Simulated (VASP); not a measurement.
# SnTe (Fm-3m) in VASP: a series of runs

The runs below take SnTe through single point, with HSE06.

Everything below comes from runs of VASP 6.6.1. Logs are shortened: lines on timing, memory, paths and dates and some standing lists are left out, and cuts for length are marked.

## 1. The cell of the first run

Symmetry: Fm-3m, No. 225, cubic system. The conventional cell has a = 6.124 Å, b = 6.124 Å, c = 6.124 Å, α = 90.00°, β = 90.00°, γ = 90.00°. Sn (site symmetry m-3m) has 6 Te at 3.06 Å within 4.0 Å. Within 4.0 Å of Te (site symmetry m-3m) lie 6 Sn at 3.06 Å.

## 2. Single point, HSE06 (strain -4.0%)

POSCAR

```
SnTe
1.0
    0.0000000000      3.0617569295      3.0617569295
    3.0617569295      0.0000000000      3.0617569295
    3.0617569295      3.0617569295      0.0000000000
Sn Te
1 1
Direct
    0.0000000000      0.0000000000      0.0000000000
    0.5000000000      0.5000000000      0.5000000000
```

INCAR.step1

```
SYSTEM = SnTe
PREC     = Accurate       ! precision mode
ENCUT    = 520            ! plane-wave cutoff, eV
EDIFF    = 1E-5           ! SCF threshold, eV
ISMEAR   = -1             ! smearing method
SIGMA    = 0.02           ! smearing width, eV
LREAL    = .False.        ! projectors in reciprocal space
LASPH    = .True.         ! aspherical terms in the spheres
NELM     = 100            ! most SCF steps
ALGO     = Normal         ! electronic algorithm
ISIF     = 2              ! what is computed and relaxed
LWAVE    = .True.         ! write WAVECAR
LCHARG   = .False.        ! write CHGCAR
NBANDS   = 17             ! bands
GGA      = PE             ! functional
```

INCAR.step2

```
SYSTEM = SnTe
PREC     = Accurate       ! precision mode
ENCUT    = 520            ! plane-wave cutoff, eV
EDIFF    = 1E-6           ! SCF threshold, eV
ISMEAR   = -1             ! smearing method
SIGMA    = 0.02           ! smearing width, eV
LREAL    = .False.        ! projectors in reciprocal space
LASPH    = .True.         ! aspherical terms in the spheres
NELM     = 100            ! most SCF steps
ALGO     = Normal         ! electronic algorithm
ISIF     = 2              ! what is computed and relaxed
LWAVE    = .False.        ! write WAVECAR
LCHARG   = .False.        ! write CHGCAR
GGA      = PE             ! functional
LHFCALC  = .True.         ! exact exchange
HFSCREEN = 0.2079         ! screening, 1/A
PRECFOCK = Normal       
NBANDS   = 17             ! bands
ISTART   = 1
```

KPOINTS

```
Automatic mesh
0
Gamma
  6 6 6
  0 0 0
```

Potentials or basis: VASP PAW PBE potentials, release 64 (Sn_d, Te).

Command:

```
> cat potpaw_PBE.64/Sn_d/POTCAR potpaw_PBE.64/Te/POTCAR > POTCAR
> cp INCAR.step1 INCAR
> mpirun -np 1 vasp_std > vasp.out
> cp INCAR.step2 INCAR
> mpirun -np 1 vasp_std > vasp.out
```

OUTCAR:

```text
SYSTEM = SnTe
   PREC = Accurate
   ENCUT = 520
   EDIFF = 1E-6
   ISMEAR = -1
   LREAL = .False.
   LASPH = .True.
   NELM = 100
   ISIF = 2
   GGA = PE
   LHFCALC = .True.
   HFSCREEN = 0.2079
   PRECFOCK = Normal
   ISTART = 1

 ion  position               nearest neighbor table
   1  0.000  0.000  0.000-   2 3.06   2 3.06   2 3.06   2 3.06   2 3.06   2 3.06
   2  0.500  0.500  0.500-   1 3.06   1 3.06   1 3.06   1 3.06   1 3.06   1 3.06

  LATTYP: Found a face centered cubic cell.
 ALAT       =     6.1235138590

  Lattice vectors:

 A1 = (   0.0000000000,   3.0617569295,   3.0617569295)
 A2 = (   3.0617569295,   0.0000000000,   3.0617569295)
 A3 = (   3.0617569295,   3.0617569295,   0.0000000000)

Analysis of symmetry for initial positions (statically):
=====================================================================
 Subroutine PRICEL returns:
 Original cell was already a primitive cell.

 Routine SETGRP: Setting up the symmetry group for a
 face centered cubic supercell.

 Subroutine GETGRP returns: Found 48 space group operations
 (whereof 48 operations were pure point group operations)
 out of a pool of 48 trial point group operations.

The static configuration has the point symmetry O_h .

Analysis of symmetry for dynamics (positions and initial velocities):
=====================================================================
 Subroutine PRICEL returns:
 Original cell was already a primitive cell.

 Routine SETGRP: Setting up the symmetry group for a
 face centered cubic supercell.

 Subroutine GETGRP returns: Found 48 space group operations
 (whereof 48 operations were pure point group operations)
 out of a pool of 48 trial point group operations.

The dynamic configuration has the point symmetry O_h .

 Subroutine INISYM returns: Found 48 space group operations
 (whereof 48 operations are pure point group operations),
 and found     1 'primitive' translations

----------------------------------------------------------------------------------------

                                     Primitive cell

  volume of cell :      57.4040

  direct lattice vectors                    reciprocal lattice vectors
     0.000000000  3.061756930  3.061756930    -0.163304930  0.163304930  0.163304930
     3.061756930  0.000000000  3.061756930     0.163304930 -0.163304930  0.163304930
     3.061756930  3.061756930  0.000000000     0.163304930  0.163304930 -0.163304930

  length of vectors
     4.329978174  4.329978174  4.329978174     0.282852435  0.282852435  0.282852435

  position of ions in fractional coordinates (direct lattice)
     0.000000000  0.000000000  0.000000000
     0.500000000  0.500000000  0.500000000

  ion indices of the primitive-cell ions
   primitive index   ion index
                 1           1
                 2           2

----------------------------------------------------------------------------------------

 KPOINTS: Automatic mesh

Automatic generation of k-mesh.
 Grid dimensions read from file:
 generate k-points for:    6    6    6

 Generating k-lattice:

  Cartesian coordinates                     Fractional coordinates (reciprocal lattice)
    -0.027217488  0.027217488  0.027217488     0.166666667  0.000000000  0.000000000
     0.027217488 -0.027217488  0.027217488     0.000000000  0.166666667  0.000000000
     0.027217488  0.027217488 -0.027217488     0.000000000  0.000000000  0.166666667

  Length of vectors
     0.047142073  0.047142073  0.047142073

  Shift w.r.t. Gamma in fractional coordinates (k-lattice)
     0.000000000  0.000000000  0.000000000

 Subroutine IBZKPT returns following result:
 ===========================================

 Found     16 irreducible k-points:

 Following reciprocal coordinates:
            Coordinates               Weight
  0.000000  0.000000  0.000000      1.000000
  0.166667  0.000000  0.000000      8.000000
  0.333333  0.000000  0.000000      8.000000
  0.500000  0.000000  0.000000      4.000000
  0.166667  0.166667  0.000000      6.000000
  0.333333  0.166667  0.000000     24.000000
[... 8 lines left out ...]
 -0.333333  0.333333  0.166667     24.000000
 -0.333333  0.500000  0.166667     12.000000
   k-points           NKPTS =     16   k-points in BZ     NKDIM =    216   number of bands    NBANDS=     17
   number of dos      NEDOS =    301   number of ions     NIONS =      2
   total plane-waves  NPLWV =  32768
   dimension x,y,z NGX =    32 NGY =   32 NGZ =   32
   dimension x,y,z NGXF=    64 NGYF=   64 NGZF=   64
   ions per type =               1   1
   NGX,Y,Z   is equivalent  to a cutoff of  12.29, 12.29, 12.29 a.u.
   NGXF,Y,Z  is equivalent  to a cutoff of  24.57, 24.57, 24.57 a.u.
 SYSTEM =  SnTe
   PREC   = accura    normal or accurate (medium, high low for compatibility)
   ISTART =      1    job   : 0-new  1-cont  2-samecut
   ICHARG =      0    charge: 1-file 2-atom 10-const
   ISPIN  =      1    spin polarized calculation?
   LNONCOLLINEAR =      F non collinear calculations
   LSORBIT =      F    spin-orbit coupling
   LASPH  =      T    aspherical Exc in radial PAW
   ENCUT  =  520.0 eV  38.22 Ry    6.18 a.u.   8.05  8.05  8.05*2*pi/ulx,y,z
   NELM   =    100;   NELMIN=  2; NELMDL=  0     # of ELM steps
   EDIFF  = 0.1E-05   stopping-criterion for ELM
   LREAL  =      F    real-space projection
   EDIFFG = 0.1E-04   stopping-criterion for IOM
   NSW    =      0    number of steps for IOM
   IBRION =     -1    ionic relax: 0-MD 1-quasi-New 2-CG
   NFREE  =      0    steps in history (QN), initial steepest desc. (CG)
   ISIF   =      2    stress and relaxation
   ISYM   =      3    0-nonsym 1-usesym 2-fastsym
   POTIM  = 0.5000    time-step for ionic-motion
   TEBEG  =    0.0;   TEEND  =   0.0 temperature during run
   PSTRESS=    0.0 pullay stress
   NELECT =      20.0000    total number of electrons
   NUPDOWN=      -1.0000    fix difference up-down
   EMIN   =  10.00;   EMAX   =-10.00  energy-range for DOS
   EFERMI =   0.00;   METHOD = LEGACY
   ISMEAR =    -1;   SIGMA  =   0.02  broadening in eV -4-tet -1-fermi 0-gaus
   EFERMI_NEDOS =   21; number of points for ismear=-14 and -15
   IALGO  =     38    algorithm
   IMIX   =      1    mixing-type and parameters
     AMIX     =   0.40;   BMIX     =  1.00
     AMIX_MAG =   1.60;   BMIX_MAG =  1.00
  volume/ion in A,a.u.               =      28.70       193.69
  Fermi-wavevector in a.u.,A,eV,Ry     =   1.151960  2.176889 18.055097  1.327012
  Thomas-Fermi vector in A             =   2.288614
   LORBIT       =      0    0 simple, 1 ext, 2 COOP (PROOUT), +10 PAW based schemes
   GGA     = PE    functional components
   LHFCALC =     T    Hartree Fock is set to
   PRECFOCK=normal    Normal, Fast or Accurate (Low or Medium for compatibility)
   ENCUT4O =  -1.0   cutoff for four orbital integrals eV
   NKREDX  =     1    reduce k-point grid by
   NKREDY  =     1    reduce k-point grid by
   NKREDZ  =     1    reduce k-point grid by
   AEXX    =    0.2500 exact exchange contribution
   HFSCREEN=    0.2079 screening length (either q_TF or 0.3 A-1)
   HFSCREENC=   0.2079 screening length for correlation (either q_TF or 0.3 A-1)
   ENCUTFOCK=  -1.0 apply spherical cutoff to Coloumb kernel
   IVDW    =     0    specifies the selected vdW correction
   LEPSILON=     F    determine dielectric tensor
   LRPA    =     F    only Hartree local field effects (RPA)
 non-spin polarized calculation
  energy-cutoff  :      520.00
  volume of cell :       57.40
 maximum number of plane-waves:      1572
  NGX = 28; NGY = 28; NGZ = 28

 number of electron      19.9999990 magnetization

 Free energy of the ion-electron system (eV)
  ---------------------------------------------------
  ext. energy  EPLUGINS =         0.00000000
  ---------------------------------------------------
  free energy    TOTEN  =        -8.91735550 eV

  energy without entropy =       -8.91734040  energy(sigma->0) =       -8.91734795

 E-fermi :   8.2053     XC(G=0):  -8.2263

 val. band max:        8.0715235494   @ k =   0.5000   0.0000   0.0000
 cond. band min:       8.3558639429   @ k =   0.5000   0.0000   0.0000
 fundamental gap:      0.2843403935
 Fermi energy:         8.2052727459

 k-point     1 :       0.0000    0.0000    0.0000
  band No.  band energies     occupation
      1     -16.3756      2.00000
      2     -16.3756      2.00000
      3     -16.3558      2.00000
      4     -16.3558      2.00000
      5     -16.3558      2.00000
      6      -7.0081      2.00000
[... 9 lines left out ...]
     16      12.9756      0.00000
     17      15.0675      0.00000

 k-point     2 :       0.1667    0.0000    0.0000
  band No.  band energies     occupation
      1     -16.3778      2.00000
      2     -16.3778      2.00000
      3     -16.3554      2.00000
      4     -16.3537      2.00000
      5     -16.3537      2.00000
      6      -6.7150      2.00000
[... 9 lines left out ...]
     16      13.6259      0.00000
     17      17.0789      0.00000

 k-point     3 :       0.3333    0.0000    0.0000
  band No.  band energies     occupation
      1     -16.3826      2.00000
      2     -16.3826      2.00000
      3     -16.3546      2.00000
      4     -16.3488      2.00000
      5     -16.3488      2.00000
      6      -5.9299      2.00000
[... 9 lines left out ...]
     16      15.3575      0.00000
     17      20.0720      0.00000

 k-point     4 :       0.5000    0.0000    0.0000
  band No.  band energies     occupation
      1     -16.3852      2.00000
      2     -16.3852      2.00000
      3     -16.3542      2.00000
      4     -16.3462      2.00000
      5     -16.3462      2.00000
      6      -5.3043      2.00000
[... 9 lines left out ...]
     16      17.5993      0.00000
     17      17.7765      0.00000

 k-point     5 :       0.1667    0.1667    0.0000
  band No.  band energies     occupation
      1     -16.3828      2.00000
      2     -16.3740      2.00000
      3     -16.3573      2.00000
      4     -16.3521      2.00000
      5     -16.3521      2.00000
      6      -6.6177      2.00000
[... 9 lines left out ...]
     16      14.6796      0.00000
     17      15.7541      0.00000

 k-point     6 :       0.3333    0.1667    0.0000
  band No.  band energies     occupation
      1     -16.3887      2.00000
      2     -16.3757      2.00000
      3     -16.3568      2.00000
      4     -16.3488      2.00000
      5     -16.3476      2.00000
      6      -5.9936      2.00000
[... 9 lines left out ...]
     16      16.3236      0.00000
     17      18.0394      0.00000
[... 121 lines left out ...]
 k-point    13 :       0.5000    0.5000    0.0000
  band No.  band energies     occupation
      1     -16.4060      2.00000
      2     -16.3689      2.00000
      3     -16.3618      2.00000
      4     -16.3400      2.00000
      5     -16.3400      2.00000
      6      -4.8604      2.00000
[... 9 lines left out ...]
     16      19.6381      0.00000
     17      20.0833      0.00000

 k-point    14 :       0.5000    0.3333    0.1667
  band No.  band energies     occupation
      1     -16.3932      2.00000
      2     -16.3770      2.00000
      3     -16.3557      2.00000
      4     -16.3468      2.00000
      5     -16.3444      2.00000
      6      -5.3437      2.00000
[... 9 lines left out ...]
     16      17.0820      0.00000
     17      17.9222      0.00000

 k-point    15 :      -0.3333    0.3333    0.1667
  band No.  band energies     occupation
      1     -16.3938      2.00000
      2     -16.3793      2.00000
      3     -16.3515      2.00000
      4     -16.3500      2.00000
      5     -16.3422      2.00000
      6      -4.8960      2.00000
[... 9 lines left out ...]
     16      18.7598      0.00000
     17      18.8815      0.00000

 k-point    16 :      -0.3333    0.5000    0.1667
  band No.  band energies     occupation
      1     -16.3997      2.00000
      2     -16.3748      2.00000
      3     -16.3566      2.00000
      4     -16.3457      2.00000
      5     -16.3400      2.00000
      6      -4.7682      2.00000
[... 9 lines left out ...]
     16      19.1634      0.00000
     17      20.1960      0.00000

------------------------ aborting loop because EDIFF is reached ----------------------------------------

  FORCE on cell =-STRESS in cart. coord.  units (eV):
  Direction    XX          YY          ZZ          XY          YZ          ZX
  --------------------------------------------------------------------------------------
  -------------------------------------------------------------------------------------
  Total        2.1746967      2.1746967      2.1746967      0.0000000      0.0000000      0.0000000
  in kB       60.6969891     60.6969891     60.6969891      0.0000000      0.0000000      0.0000000
  external PRESSURE =      60.6969891 kB  Pullay stress =       0.0000000 kB

 VOLUME and BASIS-vectors are now :
 -----------------------------------------------------------------------------
  energy-cutoff  :      520.00
  volume of cell :       57.40
      direct lattice vectors                 reciprocal lattice vectors
     0.000000000  3.061756930  3.061756930    -0.163304930  0.163304930  0.163304930
     3.061756930  0.000000000  3.061756930     0.163304930 -0.163304930  0.163304930
     3.061756930  3.061756930  0.000000000     0.163304930  0.163304930 -0.163304930

 POSITION                                       TOTAL-FORCE (eV/Angst)
 -----------------------------------------------------------------------------------
      0.00000      0.00000      0.00000         0.000000      0.000000      0.000000
      3.06176      3.06176      3.06176         0.000000      0.000000      0.000000
 -----------------------------------------------------------------------------------
    total drift:                               -0.000001     -0.000002     -0.000001

  FREE ENERGIE OF THE ION-ELECTRON SYSTEM (eV)
  ---------------------------------------------------
  free  energy   TOTEN  =        -8.9173555010 eV

  energy  without entropy=       -8.9173404008  energy(sigma->0) =       -8.91734795
```

Wall time 2.2 h (1 thread of Oxide Virtual Turin-like, shared host); peak memory 0.29 GiB.

What came out:

```
Free energy            : -8.9174 eV
Pressure               : 6.1 GPa
Band gap on the k mesh : 0.28 eV
```

Caveat: the cell differs from its parent crystal (strain -4.0%); the cell stands under pressure; the PAW data sets were made with another functional, which shifts forces and pressure a little; spin-orbit coupling is left out, which moves the levels of the heavy elements.

(Part 1 of 2 ends here.)
